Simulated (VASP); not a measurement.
# CuAu (P6/mmm) in VASP: further runs

Runs on CuAu. Level: PBE. Tasks: single point, relaxation of cell and atoms.

Program: VASP 6.6.1. These are calculated values, not measurements. Logs are shortened: lines on timing, memory, paths and dates and some standing lists are left out, and cuts for length are marked.

## Step 1: The cell of the first run

The structure is hexagonal, space group P6/mmm (No. 191). Conventional cell: a = 5.014 Å, b = 5.014 Å, c = 4.045 Å, α = 90.00°, β = 90.00°, γ = 120.00°. Cu (site symmetry mmm) has 6 Au at 2.49 to 2.51 Å and 4 Cu at 2.51 Å within 3.3 Å. Au (site symmetry 6/mmm) has 6 Cu at 2.51 Å within 3.3 Å. Within 3.3 Å of Au (site symmetry -6m2) lie 6 Cu at 2.49 Å and 3 Au at 2.89 Å.

## Step 2: Single point, PBE

File INCAR:

```
SYSTEM = CuAu
PREC = Accurate ; ENCUT = 520
EDIFF = 1E-6 ; ISMEAR = 0
SIGMA = 0.1 ; LREAL = .False.
LASPH = .True. ; NELM = 80
ALGO = Normal ; ISIF = 2
LWAVE = .False. ; LCHARG = .False.
GGA = PE ; NBANDS = 42
```

File KPOINTS:

```
Automatic mesh
0
Gamma
  6 6 4
  0 0 0
```

File POSCAR:

```
CuAu
1.0
    5.0136305365      0.0000000000      0.0000000000
   -2.5068152683      4.3419314099      0.0000000000
    0.0000000000      0.0000000000      4.0450882738
Cu Au
3 3
Direct
    0.5000000000      0.0000000000      0.0000000000
    0.5000000000      0.5000000000      0.0000000000
    0.0000000000      0.5000000000      0.0000000000
    0.0000000000      0.0000000000      0.0000000000
    0.3333333333      0.6666666667      0.5000000000
    0.6666666667      0.3333333333      0.5000000000
```

Potentials or basis: VASP PAW PBE potentials, release 64 (Cu, Au).

On the command line:

```bash
$ cat potpaw_PBE.64/Cu/POTCAR potpaw_PBE.64/Au/POTCAR > POTCAR
$ mpirun -np 1 vasp_std > vasp.out
```

OUTCAR:

```text
SYSTEM = CuAu
   PREC = Accurate
   ENCUT = 520
   EDIFF = 1E-6
   ISMEAR = 0
   LREAL = .False.
   LASPH = .True.
   NELM = 80
   ISIF = 2
   GGA = PE

 ion  position               nearest neighbor table
   1  0.500  0.000  0.000-   5 2.49   6 2.49   5 2.49   6 2.49   4 2.51   4 2.51   3 2.51   3 2.51
                             2 2.51   2 2.51
   2  0.500  0.500  0.000-   5 2.49   6 2.49   5 2.49   6 2.49   3 2.51   3 2.51   4 2.51   4 2.51
                             1 2.51   1 2.51
   3  0.000  0.500  0.000-   5 2.49   6 2.49   5 2.49   6 2.49   2 2.51   2 2.51   1 2.51   1 2.51
                             4 2.51   4 2.51
   4  0.000  0.000  0.000-   1 2.51   1 2.51   2 2.51   2 2.51   3 2.51   3 2.51   6 3.53   5 3.53
                             6 3.53   5 3.53   6 3.53   5 3.53   5 3.53   6 3.53   5 3.53   5 3.53
   5  0.333  0.667  0.500-   3 2.49   3 2.49   1 2.49   1 2.49   2 2.49   2 2.49   6 2.89   6 2.89
                             6 2.89   4 3.53   4 3.53   4 3.53   4 3.53   4 3.53   4 3.53
   6  0.667  0.333  0.500-   3 2.49   3 2.49   1 2.49   1 2.49   2 2.49   2 2.49   5 2.89   5 2.89
                             5 2.89   4 3.53   4 3.53   4 3.53   4 3.53   4 3.53   4 3.53

  LATTYP: Found a hexagonal cell.
 ALAT       =     5.0136305365
 C/A-ratio  =     0.8068181818

  Lattice vectors:

 A1 = (   5.0136305365,   0.0000000000,   0.0000000000)
 A2 = (  -2.5068152683,   4.3419314099,   0.0000000000)
 A3 = (   0.0000000000,   0.0000000000,   4.0450882738)

Analysis of symmetry for initial positions (statically):
=====================================================================
 Subroutine PRICEL returns:
 Original cell was already a primitive cell.

 Routine SETGRP: Setting up the symmetry group for a
 hexagonal supercell.

 Subroutine GETGRP returns: Found 24 space group operations
 (whereof 24 operations were pure point group operations)
 out of a pool of 24 trial point group operations.

The static configuration has the point symmetry D_6h.

Analysis of symmetry for dynamics (positions and initial velocities):
=====================================================================
 Subroutine PRICEL returns:
 Original cell was already a primitive cell.

 Routine SETGRP: Setting up the symmetry group for a
 hexagonal supercell.

 Subroutine GETGRP returns: Found 24 space group operations
 (whereof 24 operations were pure point group operations)
 out of a pool of 24 trial point group operations.

The dynamic configuration has the point symmetry D_6h.

 Subroutine INISYM returns: Found 24 space group operations
 (whereof 24 operations are pure point group operations),
 and found     1 'primitive' translations

[... 105 lines left out ...]
   ISYM   =      2    0-nonsym 1-usesym 2-fastsym
   POTIM  = 0.5000    time-step for ionic-motion
   TEBEG  =    0.0;   TEEND  =   0.0 temperature during run
   PSTRESS=    0.0 pullay stress
   NELECT =      66.0000    total number of electrons
   NUPDOWN=      -1.0000    fix difference up-down
   EMIN   =  10.00;   EMAX   =-10.00  energy-range for DOS
   EFERMI =   0.00;   METHOD = LEGACY
   ISMEAR =     0;   SIGMA  =   0.10  broadening in eV -4-tet -1-fermi 0-gaus
   EFERMI_NEDOS =   21; number of points for ismear=-14 and -15
   IALGO  =     38    algorithm
   IMIX   =      4    mixing-type and parameters
     AMIX     =   0.40;   BMIX     =  1.00
     AMIX_MAG =   1.60;   BMIX_MAG =  1.00
  volume/ion in A,a.u.               =      14.68        99.04
  Fermi-wavevector in a.u.,A,eV,Ry     =   1.487082  2.810178 30.088117  2.211414
  Thomas-Fermi vector in A             =   2.600288
   LORBIT       =      0    0 simple, 1 ext, 2 COOP (PROOUT), +10 PAW based schemes
   GGA     = PE    functional components
   LHFCALC =     F    Hartree Fock is set to
   AEXX    =    0.0000 exact exchange contribution
   IVDW    =     0    specifies the selected vdW correction
   LEPSILON=     F    determine dielectric tensor
   LRPA    =     F    only Hartree local field effects (RPA)
 non-spin polarized calculation
 Gauss-broadening in eV      SIGMA  =   0.10
  energy-cutoff  :      520.00
  volume of cell :       88.06
 maximum number of plane-waves:      2389
 NGX is ok and might be reduce to    40
   NGX = 19   NGY = 19   NGZ = 15

 number of electron      66.0000038 magnetization

 Free energy of the ion-electron system (eV)
  ---------------------------------------------------
  ext. energy  EPLUGINS =         0.00000000
  ---------------------------------------------------
  free energy    TOTEN  =       -19.35867610 eV

  energy without entropy =      -19.35419686  energy(sigma->0) =      -19.35643648

 E-fermi :   8.3439     XC(G=0): -12.4368

 val. band max:        8.3252378493   @ k =   0.3333   0.0000   0.0000
 cond. band min:       8.4959206312   @ k =   0.3333   0.0000   0.2500
 fundamental gap:      0.1706827819
 Fermi energy:         8.3439471964

 k-point     1 :       0.0000    0.0000    0.0000
  band No.  band energies     occupation
      1      -1.4372      2.00000
      2       1.8079      2.00000
      3       2.3008      2.00000
      4       2.3008      2.00000
      5       2.6721      2.00000
      6       2.7549      2.00000
[... 934 lines left out ...]
     41      17.3569      0.00000
     42      17.3569      0.00000

------------------------ aborting loop because EDIFF is reached ----------------------------------------

  FORCE on cell =-STRESS in cart. coord.  units (eV):
  Direction    XX          YY          ZZ          XY          YZ          ZX
  --------------------------------------------------------------------------------------
  -------------------------------------------------------------------------------------
  Total       11.7351583     11.7351583     16.6409843     -0.0000000     -0.0000000      0.0000000
  in kB      213.5188615    213.5188615    302.7793864     -0.0000000     -0.0000000      0.0000000
  external PRESSURE =     243.2723698 kB  Pullay stress =       0.0000000 kB

 VOLUME and BASIS-vectors are now :
 -----------------------------------------------------------------------------
  energy-cutoff  :      520.00
  volume of cell :       88.06
      direct lattice vectors                 reciprocal lattice vectors
     5.013630537  0.000000000  0.000000000     0.199456261  0.115156126  0.000000000
    -2.506815268  4.341931410  0.000000000     0.000000000  0.230312252  0.000000000
     0.000000000  0.000000000  4.045088274     0.000000000  0.000000000  0.247213394

 POSITION                                       TOTAL-FORCE (eV/Angst)
 -----------------------------------------------------------------------------------
      2.50682      0.00000      0.00000        -0.000000      0.000000      0.000000
      1.25341      2.17097      0.00000        -0.000000      0.000000      0.000000
     -1.25341      2.17097      0.00000        -0.000000      0.000000      0.000000
      0.00000      0.00000      0.00000        -0.000000      0.000000      0.000000
     -0.00000      2.89462      2.02254        -0.000000      0.000000      0.000000
      2.50682      1.44731      2.02254         0.000000     -0.000000      0.000000
 -----------------------------------------------------------------------------------
    total drift:                               -0.000000      0.000000     -0.000000

  FREE ENERGIE OF THE ION-ELECTRON SYSTEM (eV)
  ---------------------------------------------------
  free  energy   TOTEN  =       -19.3586761038 eV

  energy  without entropy=      -19.3541968594  energy(sigma->0) =      -19.35643648
```

stdout:

```text
POSCAR found type information on POSCAR CuAu
 POSCAR found :  2 types and       6 ions
 scaLAPACK will be used
 LDA part: xc-table for (Slater+PW92), standard interpolation
 POSCAR, INCAR and KPOINTS ok, starting setup
 FFT: planning ... GRIDC
 FFT: planning ... GRID_SOFT
 FFT: planning ... GRID
 WAVECAR not read
 entering main loop
```

Run time: 2.4 min. Hardware: 1 thread of Intel Xeon 8259CL, shared host; peak memory 0.25 GiB.

What came out:

```yaml
Free_energy: -19.3587 eV
Pressure: 24.3 GPa
Band_gap_on_the_k_mesh: zero (bands 33 and 34 overlap by 1.55 eV)
```

Caveat: the k points lie up to 0.39 Å⁻¹ apart, too coarse for converged energies and pressures of a metal; spin-orbit coupling is left out, which moves the levels of the heavy elements.

## Step 3: Single point, PBE

This run uses another cell than the first one, of 17.02 Å³/atom.

File INCAR:

```
SYSTEM = CuAu
PREC     = Accurate       ! precision mode
ENCUT    = 520            ! plane-wave cutoff, eV
EDIFF    = 1E-7           ! SCF threshold, eV
ISMEAR   = 0              ! smearing method
SIGMA    = 0.1            ! smearing width, eV
LREAL    = .FALSE.        ! projectors in reciprocal space
LASPH    = .TRUE.         ! aspherical terms in the spheres
NELM     = 80             ! most SCF steps
ALGO     = Normal         ! electronic algorithm
ISIF     = 2              ! what is computed and relaxed
LWAVE    = .FALSE.        ! write WAVECAR
LCHARG   = .FALSE.        ! write CHGCAR
GGA      = PE             ! functional
NBANDS   = 42             ! bands
```

File KPOINTS:

```
regular mesh
0
G
  6 6 4
  0 0 0
```

Changes to POSCAR since step 2:

```diff
@@ -2,5 +2,5 @@
 1.0
-    5.0136305365      0.0000000000      0.0000000000
-   -2.5068152683      4.3419314099      0.0000000000
-    0.0000000000      0.0000000000      4.0450882738
+    5.1805363666      0.0000000000      0.0000000000
+   -2.5902681833      4.4864760987      0.0000000000
+    0.0000000000      0.0000000000      4.3927446437
 Cu Au
```

Potentials or basis: VASP PAW PBE potentials, release 64 (Cu, Au).

On the command line:

```bash
$ cat potpaw_PBE.64/Cu/POTCAR potpaw_PBE.64/Au/POTCAR > POTCAR
$ mpirun -np 1 vasp_std > vasp.out
```

OUTCAR:

```text
SYSTEM = CuAu
   PREC = Accurate
   ENCUT = 520
   EDIFF = 1E-7
   ISMEAR = 0
   LREAL = .FALSE.
   LASPH = .TRUE.
   NELM = 80
   ISIF = 2
   GGA = PE

 ion  position               nearest neighbor table
   1  0.500  0.000  0.000-   2 2.59   3 2.59   2 2.59   3 2.59   4 2.59   4 2.59   6 2.66   5 2.66
                             6 2.66   5 2.66
   2  0.500  0.500  0.000-   1 2.59   4 2.59   1 2.59   4 2.59   3 2.59   3 2.59   6 2.66   5 2.66
                             6 2.66   5 2.66
   3  0.000  0.500  0.000-   1 2.59   4 2.59   4 2.59   1 2.59   2 2.59   2 2.59   6 2.66   5 2.66
                             6 2.66   5 2.66
   4  0.000  0.000  0.000-   2 2.59   3 2.59   3 2.59   2 2.59   1 2.59   1 2.59
[... 1152 lines left out ...]
  Total        0.0254596      0.0254596      0.0967156      0.0000000     -0.0000000      0.0000000
  in kB        0.3995273      0.3995273      1.5177173      0.0000000     -0.0000000      0.0000000
  external PRESSURE =       0.7722573 kB  Pullay stress =       0.0000000 kB

 VOLUME and BASIS-vectors are now :
 -----------------------------------------------------------------------------
  energy-cutoff  :      520.00
  volume of cell :      102.10
      direct lattice vectors                 reciprocal lattice vectors
     5.180536367  0.000000000  0.000000000     0.193030206  0.111446041  0.000000000
    -2.590268183  4.486476099  0.000000000     0.000000000  0.222892082  0.000000000
     0.000000000  0.000000000  4.392744644     0.000000000  0.000000000  0.227648106

 POSITION                                       TOTAL-FORCE (eV/Angst)
 -----------------------------------------------------------------------------------
      2.59027      0.00000      0.00000        -0.000000      0.000000      0.000000
      1.29513      2.24324      0.00000        -0.000000      0.000000      0.000000
     -1.29513      2.24324      0.00000        -0.000000      0.000000      0.000000
      0.00000      0.00000      0.00000        -0.000000      0.000000      0.000000
     -0.00000      2.99098      2.19637         0.000000      0.000000      0.000000
      2.59027      1.49549      2.19637        -0.000000      0.000000     -0.000000
 -----------------------------------------------------------------------------------
    total drift:                               -0.000000      0.000000     -0.000000

  FREE ENERGIE OF THE ION-ELECTRON SYSTEM (eV)
  ---------------------------------------------------
  free  energy   TOTEN  =       -20.3461805993 eV

  energy  without entropy=      -20.3400266109  energy(sigma->0) =      -20.34310361
```

OSZICAR:

```text
N       E                     dE             d eps       ncg     rms          rms(c)
DAV:   1     0.655138524929E+03    0.65514E+03   -0.29682E+04  1764   0.217E+03
DAV:   2     0.601415098362E+02   -0.59500E+03   -0.55203E+03  1840   0.469E+02
DAV:   3    -0.199965776334E+02   -0.80138E+02   -0.72140E+02  1904   0.187E+02
DAV:   4    -0.235737521526E+02   -0.35772E+01   -0.35280E+01  2450   0.467E+01
DAV:   5    -0.236356883789E+02   -0.61936E-01   -0.61868E-01  2518   0.511E+00    0.182E+01
DAV:   6    -0.231553320426E+02    0.48036E+00   -0.32764E+01  2198   0.145E+02    0.112E+01
DAV:   7    -0.202945069608E+02    0.28608E+01   -0.10320E+01  2178   0.111E+02    0.617E+00
DAV:   8    -0.203907625477E+02   -0.96256E-01   -0.12541E+00  2116   0.747E+00    0.426E+00
DAV:   9    -0.203908572084E+02   -0.94661E-04   -0.40416E-01  2636   0.219E+01    0.161E+00
DAV:  10    -0.203458612569E+02    0.44996E-01   -0.12667E-01  2416   0.137E+01    0.372E-01
DAV:  11    -0.203462412366E+02   -0.37998E-03   -0.20187E-02  2620   0.124E+00    0.202E-01
DAV:  12    -0.203461927586E+02    0.48478E-04   -0.10104E-03  2650   0.486E-01    0.393E-02
DAV:  13    -0.203461937332E+02   -0.97462E-06   -0.20296E-04  2810   0.320E-01    0.549E-02
DAV:  14    -0.203461807104E+02    0.13023E-04   -0.83323E-05  2650   0.144E-01    0.748E-03
DAV:  15    -0.203461805219E+02    0.18850E-06   -0.84235E-06  2478   0.356E-02    0.346E-03
DAV:  16    -0.203461805993E+02   -0.77353E-07   -0.59775E-07  2332   0.192E-02
   1 F= -.20346181E+02 E0= -.20343104E+02  d E =-.615399E-02
```

Run time: 2.6 min. Hardware: 1 thread of Intel Xeon 8259CL, shared host; peak memory 0.27 GiB.

Results:

| Item | Value |
| --- | --- |
| Free energy | -20.3462 eV |
| Pressure | 0.1 GPa |
| Band gap on the k mesh | zero (bands 33 and 34 overlap by 1.55 eV) |

Caveat: spin-orbit coupling is left out, which moves the levels of the heavy elements.

## Step 4: Relaxation of cell and atoms, PBE

File INCAR:

```
PREC = Accurate
ENCUT = 600
EDIFF = 1E-6
ISMEAR = 0
SIGMA = 0.1
LREAL = F
LASPH = T
NELM = 60
ALGO = Fast
ISIF = 3
LWAVE = F
LCHARG = F
GGA = PE
IBRION = 2
NSW = 90
EDIFFG = -0.04
```

File KPOINTS:

```
Automatic mesh
0
Gamma
  6 6 4
```

Changes to POSCAR since step 3:

```diff
@@ -2,5 +2,5 @@
 1.0
-    5.1805363666      0.0000000000      0.0000000000
-   -2.5902681833      4.4864760987      0.0000000000
-    0.0000000000      0.0000000000      4.3927446437
+    5.0136305365      0.0000000000      0.0000000000
+   -2.5068152683      4.3419314099      0.0000000000
+    0.0000000000      0.0000000000      4.0450882738
 Cu Au
```

On the command line:

```bash
$ cat potpaw_PBE.64/Cu/POTCAR potpaw_PBE.64/Au/POTCAR > POTCAR
$ mpirun -np 1 vasp_std > vasp.out
```

It took 19 min on 1 thread of Intel Xeon 8259CL, shared host; peak memory 0.28 GiB.

It converged, with:

```
Free energy                           : -20.3414 eV
Relaxed volume                        : 17.10 Å³/atom
Relaxed cell                          : a = 5.185 Å, b = 5.185 Å, c = 4.405 Å, α = 90.00°, β = 90.00°, γ = 120.00°
Space group after relaxing (to 0.1 Å) : P6/mmm (No. 191)
Energy gained by relaxing             : 163.6 meV/atom
Ionic steps                           : 9
Pressure after relaxing               : 0.0 GPa
Band gap on the k mesh                : zero (bands 33 and 34 overlap by 1.55 eV)
```

Stress tensor (GPa, compression positive):
```
 0.07  0.00  0.00
 0.00  0.07  0.00
 0.00  0.00 -0.09
```

The path:
| step | energy change (eV) | largest force (eV/Å) | pressure (GPa) | volume (Å³) |
| --- | --- | --- | --- | --- |
| 1 | 0.0000 | 0.0000 | 24.44 | 88.06 |
| 2 | -0.2462 | 0.0000 | -11.31 | 119.72 |
| 3 | -0.9555 | 0.0000 | -0.59 | 102.78 |
| 4 | -0.9558 | 0.0000 | -0.48 | 102.47 |
| 5 | -0.9551 | 0.0000 | -0.04 | 102.02 |
| 6 | -0.9754 | 0.0000 | 0.45 | 101.80 |
| 7 | -0.9809 | 0.0000 | 0.73 | 101.56 |
| 8 | -0.9811 | 0.0000 | 0.61 | 101.60 |
| 9 | -0.9817 | 0.0000 | 0.02 | 102.57 |

Final structure:
```
Cu Au
1.0
     5.18530    0.00000    0.00000
    -2.59265    4.49060    0.00000
     0.00000    0.00000    4.40509
Cu Au
3 3
Direct
  0.50000 0.00000 0.00000
  0.50000 0.50000 0.00000
  0.00000 0.50000 0.00000
  0.00000 0.00000 0.00000
  0.33333 0.66667 0.50000
  0.66667 0.33333 0.50000
```

Levels at points of the mesh, in eV from the Fermi level:
```csv
k point,band 30,band 31,band 32,band 33,band 34,band 35,band 36,band 37
"(0.00, 0.00, 0.00)",-1.19,-1.19,0.44,0.80,1.53,1.53,2.09,3.12
"(0.50, 0.00, 0.00)",-1.86,-1.69,-1.30,0.03,0.61,3.70,4.77,4.93
"(0.00, 0.00, 0.50)",-1.36,-1.09,-1.09,0.14,2.25,2.25,3.38,3.38
"(0.50, 0.00, 0.50)",-1.69,-1.37,-1.18,-1.04,-0.74,1.24,2.61,2.62
```

Caveat: the k points lie up to 0.36 Å⁻¹ apart in the final cell, too coarse for converged energies and pressures of a metal; the volume moved by over 15 % at a fixed basis, so the end points are rough; spin-orbit coupling is left out, which moves the levels of the heavy elements.

## Step 5: The runs side by side

| task | cell | cutoff (eV) | gap on the mesh (eV) | pressure (GPa) |
| --- | --- | --- | --- | --- |
| single point | a = 5.014, b = 5.014, c = 4.045 Å, angles 90.0, 90.0, 120.0°, 6 atoms | 520 | none | 24.3 |
| single point | a = 5.181, b = 5.181, c = 4.393 Å, angles 90.0, 90.0, 120.0°, 6 atoms | 520 | none | 0.1 |
| relaxation of cell and atoms | relaxed from a = 5.014, b = 5.014, c = 4.045 Å, angles 90.0, 90.0, 120.0°, 6 atoms | 600 | none | 0.0 |

Alike in all rows: level PBE; potentials or basis VASP PAW PBE potentials, release 64 (Cu, Au); no spin polarisation; k mesh 6 × 6 × 4; smearing gaussian 0.1 eV.

Caveats: some runs use coarse meshes; spin-orbit coupling is left out, which moves the levels of the heavy elements; the volume moved by over 15 % at a fixed basis, so the end points are rough (at least some runs).

Absolute energies hang on the potentials; compare differences alone.

The gap in the log of VASP goes by the Fermi energy; the results here count the filled bands.